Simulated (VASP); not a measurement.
A run of VASP 6.6.1:

The input INCAR:

```
ALGO     = Normal         # electronic algorithm
EDIFF    = 1E-6           # SCF threshold, eV
ENCUT    = 520            # plane-wave cutoff, eV
ISIF     = 2              # what is computed and relaxed
ISMEAR   = -1             # smearing method
ISPIN    = 2              # spin polarisation
LASPH    = T              # aspherical terms in the spheres
LCHARG   = T              # write CHGCAR
LELF     = T              # ELF
LMAXMIX  = 4              # l up to which the mixer works
LORBIT   = 11             # projections on sites
LREAL    = F              # projectors in reciprocal space
LVHAR    = T            
LWAVE    = F              # write WAVECAR
MAGMOM   = 3 3            # initial moments
NBANDS   = 23             # bands
NELM     = 150            # most SCF steps
PREC     = Accurate       # precision mode
SIGMA    = 0.03           # smearing width, eV
```

Contents of KPOINTS:

```
k-points
0
Gamma
  12 12 7
```

POSCAR

```
Cr
1.0
    2.8016082334      0.0000000000      0.0000000000
   -1.4008041167      2.4262639016      0.0000000000
    0.0000000000      0.0000000000      4.5523553092
Cr
2
Direct
    0.3333333333      0.6666666667      0.2500000000
    0.6666666667      0.3333333333      0.7500000000
```

Potentials or basis: VASP PAW LDA potentials, release 64 (Cr_pv).

Run with:

```bash
$ cat potpaw_LDA.64/Cr_pv/POTCAR > POTCAR
$ mpirun -np 1 vasp_std > vasp.out
```

Hardware: 1 thread of Intel(R) Xeon(R) Platinum 8488C (Sapphire Rapids), with other jobs on the host.

Task: Estimate the wall time of this run.

Result: Run time: 53 s on 1 thread of Intel(R) Xeon(R) Platinum 8488C (Sapphire Rapids) (shared host), peak memory 0.2 GiB. Counts: scf iterations 15, k points 76.
